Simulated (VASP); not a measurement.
# Sb (Pm-3m) in VASP: notebook

Sb is run at these levels: PBEsol; tasks: relaxation of cell and atoms.

All numbers are computed with VASP 6.6.1; they aren't measurements. Logs are shortened: lines on timing, memory, paths and dates and some standing lists are left out, and cuts for length are marked.

## 1. The cell of the first run

It takes space group Pm-3m (No. 221, cubic). The conventional cell has a = 3.160 Å, b = 3.160 Å, c = 3.160 Å, α = 90.00°, β = 90.00°, γ = 90.00°. Within 4.2 Å of Sb (site symmetry m-3m) lie 6 Sb at 3.16 Å.

## 2. Relaxation of cell and atoms, PBEsol, target pressure 5 GPa, at which the enthalpy is minimised

INCAR

```
SYSTEM = Sb
PREC     = Accurate       ! precision mode
ENCUT    = 600            ! plane-wave cutoff, eV
EDIFF    = 1E-7           ! SCF threshold, eV
ISMEAR   = -1             ! smearing method
SIGMA    = 0.05           ! smearing width, eV
LREAL    = .False.        ! projectors in reciprocal space
LASPH    = .True.         ! aspherical terms in the spheres
NELM     = 60             ! most SCF steps
ALGO     = Normal         ! electronic algorithm
ISIF     = 3              ! what is computed and relaxed
LWAVE    = .False.        ! write WAVECAR
LCHARG   = .False.        ! write CHGCAR
GGA      = PS             ! functional
IBRION   = 2              ! ionic algorithm
NSW      = 60             ! ionic steps
EDIFFG   = -0.01          ! ionic threshold
PSTRESS  = 50.0
```

KPOINTS

```
regular mesh
0
Gamma
  8 8 8
  0 0 0
```

POSCAR

```
Sb
1.0
    3.1600000000      0.0000000000      0.0000000000
    0.0000000000      3.1600000000      0.0000000000
    0.0000000000      0.0000000000      3.1600000000
Sb
1
Direct
    0.0000000000      0.0000000000      0.0000000000
```

Potentials or basis: VASP PAW PBE potentials, release 64 (Sb).

Started as:

```bash
$ cat potpaw_PBE.64/Sb/POTCAR > POTCAR
$ mpirun -np 1 vasp_std > vasp.out
```

OUTCAR:

```text
SYSTEM = Sb
   PREC = Accurate
   ENCUT = 600
   EDIFF = 1E-7
   ISMEAR = -1
   LREAL = .False.
   LASPH = .True.
   NELM = 60
   ISIF = 3
   GGA = PS
   IBRION = 2
   NSW = 60
   EDIFFG = -0.01
   PSTRESS = 50.0

 ion  position               nearest neighbor table
   1  0.000  0.000  0.000-

  LATTYP: Found a simple cubic cell.
 ALAT       =     3.1600000000

  Lattice vectors:

 A1 = (   3.1600000000,   0.0000000000,   0.0000000000)
 A2 = (   0.0000000000,   3.1600000000,   0.0000000000)
 A3 = (   0.0000000000,   0.0000000000,   3.1600000000)

Analysis of symmetry for initial positions (statically):
=====================================================================
 Subroutine PRICEL returns:
 Original cell was already a primitive cell.

 Routine SETGRP: Setting up the symmetry group for a
 simple cubic supercell.

 Subroutine GETGRP returns: Found 48 space group operations
 (whereof 48 operations were pure point group operations)
 out of a pool of 48 trial point group operations.

The static configuration has the point symmetry O_h .

Analysis of symmetry for dynamics (positions and initial velocities):
=====================================================================
 Subroutine PRICEL returns:
 Original cell was already a primitive cell.

 Routine SETGRP: Setting up the symmetry group for a
 simple cubic supercell.

 Subroutine GETGRP returns: Found 48 space group operations
 (whereof 48 operations were pure point group operations)
 out of a pool of 48 trial point group operations.

The dynamic configuration has the point symmetry O_h .

 Subroutine INISYM returns: Found 48 space group operations
 (whereof 48 operations are pure point group operations),
 and found     1 'primitive' translations

----------------------------------------------------------------------------------------

                                     Primitive cell

  volume of cell :      31.5545

  direct lattice vectors                    reciprocal lattice vectors
     3.160000000  0.000000000  0.000000000     0.316455696  0.000000000  0.000000000
     0.000000000  3.160000000  0.000000000     0.000000000  0.316455696  0.000000000
     0.000000000  0.000000000  3.160000000     0.000000000  0.000000000  0.316455696

  length of vectors
     3.160000000  3.160000000  3.160000000     0.316455696  0.316455696  0.316455696

  position of ions in fractional coordinates (direct lattice)
     0.000000000  0.000000000  0.000000000

  ion indices of the primitive-cell ions
   primitive index   ion index
                 1           1

----------------------------------------------------------------------------------------

 KPOINTS: regular mesh

[... 24 lines left out ...]
  0.000000  0.000000  0.000000      1.000000
  0.125000  0.000000  0.000000      6.000000
  0.250000  0.000000  0.000000      6.000000
  0.375000  0.000000  0.000000      6.000000
  0.500000  0.000000  0.000000      3.000000
  0.125000  0.125000  0.000000     12.000000
[... 16 lines left out ...]
  0.375000  0.375000  0.125000     24.000000
  0.500000  0.375000  0.125000     24.000000
 [... further k-points ...]
   k-points           NKPTS =     35   k-points in BZ     NKDIM =     35   number of bands    NBANDS=      6
   number of dos      NEDOS =    301   number of ions     NIONS =      1
   total plane-waves  NPLWV =  21952
   dimension x,y,z NGX =    28 NGY =   28 NGZ =   28
   dimension x,y,z NGXF=    56 NGYF=   56 NGZF=   56
   ions per type =               1
   NGX,Y,Z   is equivalent  to a cutoff of  14.73, 14.73, 14.73 a.u.
   NGXF,Y,Z  is equivalent  to a cutoff of  29.46, 29.46, 29.46 a.u.
 SYSTEM =  Sb
   PREC   = accura    normal or accurate (medium, high low for compatibility)
   ISTART =      0    job   : 0-new  1-cont  2-samecut
   ICHARG =      2    charge: 1-file 2-atom 10-const
   ISPIN  =      1    spin polarized calculation?
   LNONCOLLINEAR =      F non collinear calculations
   LSORBIT =      F    spin-orbit coupling
   LASPH  =      T    aspherical Exc in radial PAW
   ENCUT  =  600.0 eV  44.10 Ry    6.64 a.u.   6.31  6.31  6.31*2*pi/ulx,y,z
   NELM   =     60;   NELMIN=  2; NELMDL= -5     # of ELM steps
   EDIFF  = 0.1E-06   stopping-criterion for ELM
   LREAL  =      F    real-space projection
   EDIFFG = -.1E-01   stopping-criterion for IOM
   NSW    =     60    number of steps for IOM
   IBRION =      2    ionic relax: 0-MD 1-quasi-New 2-CG
   NFREE  =      1    steps in history (QN), initial steepest desc. (CG)
   ISIF   =      3    stress and relaxation
   ISYM   =      2    0-nonsym 1-usesym 2-fastsym
   POTIM  = 0.5000    time-step for ionic-motion
   TEBEG  =    0.0;   TEEND  =   0.0 temperature during run
   PSTRESS=   50.0 pullay stress
   NELECT =       5.0000    total number of electrons
   NUPDOWN=      -1.0000    fix difference up-down
   EMIN   =  10.00;   EMAX   =-10.00  energy-range for DOS
   EFERMI =   0.00;   METHOD = LEGACY
   ISMEAR =    -1;   SIGMA  =   0.05  broadening in eV -4-tet -1-fermi 0-gaus
   EFERMI_NEDOS =   21; number of points for ismear=-14 and -15
   IALGO  =     38    algorithm
   IMIX   =      4    mixing-type and parameters
     AMIX     =   0.40;   BMIX     =  1.00
     AMIX_MAG =   1.60;   BMIX_MAG =  1.00
  volume/ion in A,a.u.               =      31.55       212.94
  Fermi-wavevector in a.u.,A,eV,Ry     =   0.885886  1.674081 10.677766  0.784794
  Thomas-Fermi vector in A             =   2.006979
   LORBIT       =      0    0 simple, 1 ext, 2 COOP (PROOUT), +10 PAW based schemes
   GGA     = PS    functional components
   LHFCALC =     F    Hartree Fock is set to
   AEXX    =    0.0000 exact exchange contribution
   IVDW    =     0    specifies the selected vdW correction
   LEPSILON=     F    determine dielectric tensor
   LRPA    =     F    only Hartree local field effects (RPA)
 conjugate gradient relaxation of ions
 non-spin polarized calculation
  energy-cutoff  :      600.00
  volume of cell :       31.55
 maximum number of plane-waves:      1074
 NGX is ok and might be reduce to    28
   NGX = 13   NGY = 13   NGZ = 13

--------------------------------------- Ionic step        1  -------------------------------------------

 number of electron       5.0000000 magnetization

 Free energy of the ion-electron system (eV)
  ---------------------------------------------------
  ext. energy  EPLUGINS =         0.00000000
  ---------------------------------------------------
  free energy    TOTEN  =        -4.47778379 eV

  energy without entropy =       -4.47051434  energy(sigma->0) =       -4.47414906

 E-fermi :   6.2412     XC(G=0):  -9.5210

 val. band max:        6.2322768560   @ k =   0.3750   0.2500   0.1250
 cond. band min:       6.4413304021   @ k =   0.2500   0.2500   0.2500
 fundamental gap:      0.2090535461
 Fermi energy:         6.2412007098
[... 625 lines left out ...]
--------------------------------------- Ionic step        6  -------------------------------------------

 number of electron       5.0000000 magnetization

 Free energy of the ion-electron system (eV)
  ---------------------------------------------------
  ext. energy  EPLUGINS =         0.00000000
  ---------------------------------------------------
  free energy    TOTEN  =        -4.49072525 eV

  energy without entropy =       -4.48228196  energy(sigma->0) =       -4.48650360

 E-fermi :   8.2248     XC(G=0): -10.1739

 val. band max:        8.2116826632   @ k =   0.5000   0.5000   0.3750
 cond. band min:       8.4615013555   @ k =   0.3750   0.2500   0.2500
 fundamental gap:      0.2498186923
 Fermi energy:         8.2247926054
[... 248 lines left out ...]
  energy  without entropy=       -4.4822819561  energy(sigma->0) =       -4.48650360

  enthalpy is  TOTEN    =        -3.6466622958 eV   P V=        0.8440629522

 reached required accuracy - stopping structural energy minimisation
```

Run time: 48 s. Hardware: 1 thread of Intel Xeon 8259CL, shared host; peak memory 0.16 GiB.

What came out:

```yaml
Free_energy: -4.4907 eV
Relaxed_volume: 27.05 Å³/atom
Relaxed_cell: a = 3.002 Å, b = 3.002 Å, c = 3.002 Å, α = 90.00°, β = 90.00°, γ = 90.00°
Space_group_after_relaxing_to_0.05_Å: Pm-3m (No. 221)
Energy_change_on_relaxing_the_enthalpy_is_what_falls: -12.9 meV/atom
Ionic_steps: 6
Pressure_after_relaxing: 5.0 GPa
```

The path:
```tsv
step	energy change (eV)	largest force (eV/Å)	pressure (GPa)	volume (Å³)
1	0.0000	0.0000	-4.63	31.55
2	0.2235	0.0000	19.18	23.66
3	-0.0140	0.0000	4.90	27.08
4	-0.0113	0.0000	5.16	27.00
5	-0.0143	0.0000	4.87	27.09
6	-0.0129	0.0000	5.01	27.05
```

Final structure:
```cif
data_structure
_symmetry_space_group_name_H-M 'P 1'
_symmetry_Int_Tables_number 1
_cell_length_a 3.0017
_cell_length_b 3.0017
_cell_length_c 3.0017
_cell_angle_alpha 90.000
_cell_angle_beta 90.000
_cell_angle_gamma 90.000
_cell_volume 27.05
loop_
_atom_site_label
_atom_site_type_symbol
_atom_site_fract_x
_atom_site_fract_y
_atom_site_fract_z
_atom_site_occupancy
Sb1 Sb 0.00000 0.00000 0.00000 1
```

Caveat: the cell is relaxed towards a set pressure, so the enthalpy falls and the energy may rise; the PAW data sets were made with another functional, which shifts forces and pressure a little; spin-orbit coupling is left out, which moves the levels of the heavy elements.

(Part 1 of 2 ends here.)
